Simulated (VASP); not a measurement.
# SiC (Fm-3m) in VASP: further runs

Runs on SiC. Level: PBE. Tasks: single point.

All numbers are computed with VASP 6.6.1; they aren't measurements. Logs are shortened: lines on timing, memory, paths and dates and some standing lists are left out, and cuts for length are marked.

## 1. The cell of the first run

The structure is cubic, space group Fm-3m (No. 225). The conventional cell has a = 3.496 Å, b = 3.496 Å, c = 3.496 Å, α = 90.00°, β = 90.00°, γ = 90.00°. Within 2.3 Å of C (site symmetry m-3m) lie 6 Si at 1.75 Å. Si (site symmetry m-3m) has 6 C at 1.75 Å within 2.3 Å.

## 2. Single point, PBE (volume scaled by 0.640)

File INCAR:

```
SYSTEM = SiC
ALGO = Normal
EDIFF = 1E-6
ENCUT = 520
GGA = PE
ISIF = 2
ISMEAR = 0
LASPH = .TRUE.
LCHARG = .FALSE.
LREAL = .FALSE.
LWAVE = .FALSE.
NBANDS = 11
NELM = 100
PREC = Accurate
SIGMA = 0.05
```

File KPOINTS:

```
k-points
0
G
  22 22 22
  0 0 0
```

File POSCAR:

```
SiC
1.0
    0.0000000000      1.7481384139      1.7481384139
    1.7481384139      0.0000000000      1.7481384139
    1.7481384139      1.7481384139      0.0000000000
C Si
1 1
Direct
    0.0000000000      0.0000000000      0.0000000000
    0.5000000000      0.5000000000      0.5000000000
```

Potentials or basis: VASP PAW PBE potentials, release 64 (C, Si).

Launch:

```
cat potpaw_PBE.64/C/POTCAR potpaw_PBE.64/Si/POTCAR > POTCAR
mpirun -np 1 vasp_std > vasp.out
```

OUTCAR:

```text
SYSTEM = SiC
   EDIFF = 1E-6
   ENCUT = 520
   GGA = PE
   ISIF = 2
   ISMEAR = 0
   LASPH = .TRUE.
   LREAL = .FALSE.
   NELM = 100
   PREC = Accurate

 ion  position               nearest neighbor table
   1  0.000  0.000  0.000-   2 1.75   2 1.75   2 1.75   2 1.75   2 1.75   2 1.75
   2  0.500  0.500  0.500-   1 1.75   1 1.75   1 1.75   1 1.75   1 1.75   1 1.75

  LATTYP: Found a face centered cubic cell.
 ALAT       =     3.4962768278

  Lattice vectors:

 A1 = (   0.0000000000,   1.7481384139,   1.7481384139)
 A2 = (   1.7481384139,   0.0000000000,   1.7481384139)
 A3 = (   1.7481384139,   1.7481384139,   0.0000000000)

Analysis of symmetry for initial positions (statically):
=====================================================================
 Subroutine PRICEL returns:
 Original cell was already a primitive cell.

 Routine SETGRP: Setting up the symmetry group for a
 face centered cubic supercell.

 Subroutine GETGRP returns: Found 48 space group operations
 (whereof 48 operations were pure point group operations)
 out of a pool of 48 trial point group operations.

The static configuration has the point symmetry O_h .

Analysis of symmetry for dynamics (positions and initial velocities):
=====================================================================
 Subroutine PRICEL returns:
 Original cell was already a primitive cell.

 Routine SETGRP: Setting up the symmetry group for a
 face centered cubic supercell.

 Subroutine GETGRP returns: Found 48 space group operations
 (whereof 48 operations were pure point group operations)
 out of a pool of 48 trial point group operations.

The dynamic configuration has the point symmetry O_h .

 Subroutine INISYM returns: Found 48 space group operations
 (whereof 48 operations are pure point group operations),
 and found     1 'primitive' translations

----------------------------------------------------------------------------------------

                                     Primitive cell

  volume of cell :      10.6846

  direct lattice vectors                    reciprocal lattice vectors
     0.000000000  1.748138414  1.748138414    -0.286018542  0.286018542  0.286018542
     1.748138414  0.000000000  1.748138414     0.286018542 -0.286018542  0.286018542
     1.748138414  1.748138414  0.000000000     0.286018542  0.286018542 -0.286018542

  length of vectors
     2.472241054  2.472241054  2.472241054     0.495398646  0.495398646  0.495398646

  position of ions in fractional coordinates (direct lattice)
     0.000000000  0.000000000  0.000000000
     0.500000000  0.500000000  0.500000000

  ion indices of the primitive-cell ions
   primitive index   ion index
                 1           1
                 2           2

----------------------------------------------------------------------------------------

 KPOINTS: k-points

Automatic generation of k-mesh.
 Grid dimensions read from file:
 generate k-points for:   22   22   22

 Generating k-lattice:

  Cartesian coordinates                     Fractional coordinates (reciprocal lattice)
    -0.013000843  0.013000843  0.013000843     0.045454545  0.000000000  0.000000000
     0.013000843 -0.013000843  0.013000843     0.000000000  0.045454545  0.000000000
     0.013000843  0.013000843 -0.013000843     0.000000000  0.000000000  0.045454545

  Length of vectors
     0.022518120  0.022518120  0.022518120

  Shift w.r.t. Gamma in fractional coordinates (k-lattice)
     0.000000000  0.000000000  0.000000000

 Subroutine IBZKPT returns following result:
 ===========================================

 Found    328 irreducible k-points:

 Following reciprocal coordinates:
            Coordinates               Weight
  0.000000  0.000000  0.000000      1.000000
  0.045455  0.000000  0.000000      8.000000
  0.090909  0.000000  0.000000      8.000000
  0.136364  0.000000  0.000000      8.000000
  0.181818  0.000000  0.000000      8.000000
  0.227273  0.000000  0.000000      8.000000
[... 16 lines left out ...]
  0.500000  0.045455  0.000000     24.000000
 -0.454545  0.045455  0.000000     24.000000
 [... further k-points ...]
   k-points           NKPTS =    328   k-points in BZ     NKDIM =    328   number of bands    NBANDS=     11
   number of dos      NEDOS =    301   number of ions     NIONS =      2
   total plane-waves  NPLWV =   5832
   dimension x,y,z NGX =    18 NGY =   18 NGZ =   18
   dimension x,y,z NGXF=    36 NGYF=   36 NGZF=   36
   ions per type =               1   1
   NGX,Y,Z   is equivalent  to a cutoff of  12.10, 12.10, 12.10 a.u.
   NGXF,Y,Z  is equivalent  to a cutoff of  24.21, 24.21, 24.21 a.u.
 SYSTEM =  SiC
   PREC   = accura    normal or accurate (medium, high low for compatibility)
   ISTART =      0    job   : 0-new  1-cont  2-samecut
   ICHARG =      2    charge: 1-file 2-atom 10-const
   ISPIN  =      1    spin polarized calculation?
   LNONCOLLINEAR =      F non collinear calculations
   LSORBIT =      F    spin-orbit coupling
   LASPH  =      T    aspherical Exc in radial PAW
   ENCUT  =  520.0 eV  38.22 Ry    6.18 a.u.   4.60  4.60  4.60*2*pi/ulx,y,z
   NELM   =    100;   NELMIN=  2; NELMDL= -5     # of ELM steps
   EDIFF  = 0.1E-05   stopping-criterion for ELM
   LREAL  =      F    real-space projection
   EDIFFG = 0.1E-04   stopping-criterion for IOM
   NSW    =      0    number of steps for IOM
   IBRION =     -1    ionic relax: 0-MD 1-quasi-New 2-CG
   NFREE  =      0    steps in history (QN), initial steepest desc. (CG)
   ISIF   =      2    stress and relaxation
   ISYM   =      2    0-nonsym 1-usesym 2-fastsym
   POTIM  = 0.5000    time-step for ionic-motion
   TEBEG  =    0.0;   TEEND  =   0.0 temperature during run
   PSTRESS=    0.0 pullay stress
   NELECT =       8.0000    total number of electrons
   NUPDOWN=      -1.0000    fix difference up-down
   EMIN   =  10.00;   EMAX   =-10.00  energy-range for DOS
   EFERMI =   0.00;   METHOD = LEGACY
   ISMEAR =     0;   SIGMA  =   0.05  broadening in eV -4-tet -1-fermi 0-gaus
   EFERMI_NEDOS =   21; number of points for ismear=-14 and -15
   IALGO  =     38    algorithm
   IMIX   =      4    mixing-type and parameters
     AMIX     =   0.40;   BMIX     =  1.00
     AMIX_MAG =   1.60;   BMIX_MAG =  1.00
  volume/ion in A,a.u.               =       5.34        36.05
  Fermi-wavevector in a.u.,A,eV,Ry     =   1.486571  2.809212 30.067427  2.209894
  Thomas-Fermi vector in A             =   2.599841
   LORBIT       =      0    0 simple, 1 ext, 2 COOP (PROOUT), +10 PAW based schemes
   GGA     = PE    functional components
   LHFCALC =     F    Hartree Fock is set to
   AEXX    =    0.0000 exact exchange contribution
   IVDW    =     0    specifies the selected vdW correction
   LEPSILON=     F    determine dielectric tensor
   LRPA    =     F    only Hartree local field effects (RPA)
 non-spin polarized calculation
 Gauss-broadening in eV      SIGMA  =   0.05
  energy-cutoff  :      520.00
  volume of cell :       10.68
 maximum number of plane-waves:       302
   NGX =  9   NGY =  9   NGZ =  9

 number of electron       8.0000001 magnetization

 Free energy of the ion-electron system (eV)
  ---------------------------------------------------
  ext. energy  EPLUGINS =         0.00000000
  ---------------------------------------------------
  free energy    TOTEN  =        -9.96536934 eV

  energy without entropy =       -9.96535027  energy(sigma->0) =       -9.96535980

 E-fermi :  20.4332     XC(G=0): -14.8048

 val. band max:       20.4101106919   @ k =   0.0000   0.0000   0.0000
 cond. band min:      20.4457734310   @ k =   0.5000   0.5000   0.0000
 fundamental gap:      0.0356627392
 Fermi energy:        20.4331520427

 k-point     1 :       0.0000    0.0000    0.0000
  band No.  band energies     occupation
      1      -3.9355      2.00000
      2      20.4101      1.48542
      3      20.4101      1.48542
      4      20.4101      1.48541
      5      29.3555      0.00000
      6      29.3555      0.00000
      7      29.3555      0.00000
      8      36.5690      0.00000
      9      36.5690      0.00000
     10      36.8977      0.00000
     11      37.5082      0.00000

 k-point     2 :       0.0455    0.0000    0.0000
  band No.  band energies     occupation
      1      -3.8688      2.00000
      2      20.0208      2.00000
      3      20.3272      1.99728
      4      20.3272      1.99728
      5      29.2899      0.00000
      6      29.5125      0.00000
      7      29.5125      0.00000
      8      36.0074      0.00000
      9      36.0074      0.00000
     10      37.4364      0.00000
     11      37.5861      0.00000

 k-point     3 :       0.0909    0.0000    0.0000
  band No.  band energies     occupation
      1      -3.6689      2.00000
      2      18.9643      2.00000
      3      20.0992      2.00000
      4      20.0992      2.00000
      5      29.1587      0.00000
      6      29.9365      0.00000
      7      29.9365      0.00000
      8      35.0037      0.00000
      9      35.0037      0.00000
     10      37.7598      0.00000
     11      38.7544      0.00000

 k-point     4 :       0.1364    0.0000    0.0000
  band No.  band energies     occupation
      1      -3.3362      2.00000
      2      17.4738      2.00000
      3      19.7750      2.00000
      4      19.7750      2.00000
      5      29.0470      0.00000
      6      30.4594      0.00000
      7      30.4594      0.00000
      8      34.1722      0.00000
      9      34.1722      0.00000
     10      38.0097      0.00000
     11      39.0213      0.00000
[... 239 lines left out ...]
 k-point    22 :       0.4545    0.0455    0.0000
  band No.  band energies     occupation
      1       2.1193      2.00000
      2       6.1099      2.00000
      3      17.6733      2.00000
      4      17.7053      2.00000
      5      27.8794      0.00000
      6      28.6145      0.00000
      7      29.4879      0.00000
      8      35.7052      0.00000
      9      40.3851      0.00000
     10      41.9014      0.00000
     11      42.2758      0.00000

 k-point    23 :       0.5000    0.0455    0.0000
  band No.  band energies     occupation
      1       3.1356      2.00000
      2       4.9124      2.00000
      3      17.5513      2.00000
      4      17.7027      2.00000
      5      27.8807      0.00000
      6      28.3915      0.00000
      7      29.5090      0.00000
      8      35.5663      0.00000
      9      41.4299      0.00000
     10      42.2502      0.00000
     11      42.6252      0.00000

 k-point    24 :      -0.4545    0.0455    0.0000
  band No.  band energies     occupation
      1       2.8469      2.00000
      2       5.2375      2.00000
      3      17.4704      2.00000
      4      17.8078      2.00000
      5      28.0202      0.00000
      6      28.3086      0.00000
      7      29.4882      0.00000
      8      35.6055      0.00000
      9      41.5348      0.00000
     10      41.8158      0.00000
     11      42.5231      0.00000

 [... further k-points ...]
[... 5 lines left out ...]
  --------------------------------------------------------------------------------------
  -------------------------------------------------------------------------------------
  Total       18.6698387     18.6698387     18.6698387      0.0000000     -0.0000000      0.0000000
  in kB     2799.5853028   2799.5853028   2799.5853028      0.0000000     -0.0000000      0.0000000
  external PRESSURE =    2799.5853028 kB  Pullay stress =       0.0000000 kB

 VOLUME and BASIS-vectors are now :
 -----------------------------------------------------------------------------
  energy-cutoff  :      520.00
  volume of cell :       10.68
      direct lattice vectors                 reciprocal lattice vectors
     0.000000000  1.748138414  1.748138414    -0.286018542  0.286018542  0.286018542
     1.748138414  0.000000000  1.748138414     0.286018542 -0.286018542  0.286018542
     1.748138414  1.748138414  0.000000000     0.286018542  0.286018542 -0.286018542

 POSITION                                       TOTAL-FORCE (eV/Angst)
 -----------------------------------------------------------------------------------
      0.00000      0.00000      0.00000         0.000000      0.000000      0.000000
      1.74814      1.74814      1.74814         0.000000      0.000000     -0.000000
 -----------------------------------------------------------------------------------
    total drift:                               -0.000000      0.000000      0.000000

  FREE ENERGIE OF THE ION-ELECTRON SYSTEM (eV)
  ---------------------------------------------------
  free  energy   TOTEN  =        -9.9653693378 eV

  energy  without entropy=       -9.9653502658  energy(sigma->0) =       -9.96535980
```

Run time: 20 s. Hardware: 1 thread of Intel Xeon 6975P-C, shared host; peak memory 0.15 GiB.

Results:

```
Free energy            : -9.9654 eV
Pressure               : 280.0 GPa
Band gap on the k mesh : 0.04 eV, indirect (least direct gap 6.33 eV)
```

 A k mesh can miss the band edges.

## 3. Single point, PBE (volume scaled by 0.880)

File INCAR:

```
ALGO     = Normal         # electronic algorithm
EDIFF    = 1E-6           # SCF threshold, eV
ENCUT    = 520            # plane-wave cutoff, eV
GGA      = PE             # functional
ISIF     = 2              # what is computed and relaxed
ISMEAR   = 0              # smearing method
LASPH    = True           # aspherical terms in the spheres
LCHARG   = False          # write CHGCAR
LREAL    = False          # projectors in reciprocal space
LWAVE    = False          # write WAVECAR
NBANDS   = 11             # bands
NELM     = 100            # most SCF steps
PREC     = Accurate       # precision mode
SIGMA    = 0.05           # smearing width, eV
```

File KPOINTS:

```
k-points
0
Gamma
  20 20 20
```

File POSCAR:

```
SiC
1.0
    0.0000000000      1.9439125140      1.9439125140
    1.9439125140      0.0000000000      1.9439125140
    1.9439125140      1.9439125140      0.0000000000
C Si
1 1
Direct
    0.0000000000      0.0000000000      0.0000000000
    0.5000000000      0.5000000000      0.5000000000
```

Potentials or basis: VASP PAW PBE potentials, release 64 (C, Si).

Launch:

```
cat potpaw_PBE.64/C/POTCAR potpaw_PBE.64/Si/POTCAR > POTCAR
mpirun -np 1 vasp_std > vasp.out
```

Wall time 20 s (1 thread of Intel Xeon 6975P-C, shared host); peak memory 0.15 GiB.

It converged, with:

```
Free energy            : -13.3433 eV
Pressure               : 41.4 GPa
Band gap on the k mesh : zero (band 4 reaches 14.40 eV, above the bottom of band 5 at 14.28 eV)
```

Levels at points of the mesh, in eV from the Fermi level:
```tsv
k point	band 1	band 2	band 3	band 4	band 5	band 6	band 7	band 8
(0.00, 0.00, 0.00)	-20.00	-0.04	-0.04	-0.04	8.92	8.92	8.92	9.73
(0.50, 0.00, 0.00)	-14.32	-12.61	-1.44	-1.44	5.79	5.79	6.65	10.97
(0.50, 0.50, 0.00)	-12.21	-11.01	-4.86	-4.86	-0.14	1.89	16.64	16.64
```

## 4. Single point, PBE (volume scaled by 0.920)

File INCAR:

```
SYSTEM = SiC
PREC = Accurate
ENCUT = 520
EDIFF = 1E-7
ISMEAR = 0
SIGMA = 0.05
LREAL = .FALSE.
LASPH = .TRUE.
NELM = 60
ALGO = Normal
ISIF = 2
LWAVE = .FALSE.
LCHARG = .FALSE.
GGA = PE
NBANDS = 11
```

File KPOINTS:

```
Automatic mesh
0
G
  20 20 20
  0 0 0
```

File POSCAR:

```
SiC
1.0
    0.0000000000      1.9729304118      1.9729304118
    1.9729304118      0.0000000000      1.9729304118
    1.9729304118      1.9729304118      0.0000000000
C Si
1 1
Direct
    0.0000000000      0.0000000000      0.0000000000
    0.5000000000      0.5000000000      0.5000000000
```

Launch:

```
cat potpaw_PBE.64/C/POTCAR potpaw_PBE.64/Si/POTCAR > POTCAR
mpirun -np 1 vasp_std > vasp.out
```

Wall time 23 s (1 thread of Intel Xeon 6975P-C, shared host); peak memory 0.17 GiB.

It converged, with:

| Quantity | Value |
| --- | --- |
| Free energy | -13.4796 eV |
| Pressure | 24.4 GPa |
| Band gap on the k mesh | zero (band 4 reaches 13.69 eV, above the bottom of band 5 at 13.22 eV) |

Levels at points of the mesh, in eV from the Fermi level:
| k point | band 1 | band 2 | band 3 | band 4 | band 5 | band 6 | band 7 | band 8 |
| --- | --- | --- | --- | --- | --- | --- | --- | --- |
| (0.00, 0.00, 0.00) | -19.41 | -0.01 | -0.01 | -0.01 | 8.89 | 8.95 | 8.95 | 8.95 |
| (0.50, 0.00, 0.00) | -13.91 | -12.19 | -1.27 | -1.27 | 5.60 | 5.60 | 6.40 | 10.48 |
| (0.50, 0.50, 0.00) | -11.93 | -10.54 | -4.63 | -4.63 | -0.43 | 2.15 | 15.98 | 15.98 |

## 5. Overview

```csv
cell,k mesh,gap on the mesh (eV),pressure (GPa)
"a = 2.472 Å, angles 60.0°, 2 atoms",22 × 22 × 22,0.04,280.0
"a = 2.749 Å, angles 60.0°, 2 atoms",20 × 20 × 20,none,41.4
"a = 2.790 Å, angles 60.0°, 2 atoms",20 × 20 × 20,none,24.4
```

Alike in all rows: task single point; level PBE; potentials or basis VASP PAW PBE potentials, release 64 (C, Si); no spin polarisation; cutoff (eV) 520; smearing gaussian 0.05 eV.

Absolute energies hang on the potentials; compare differences alone.
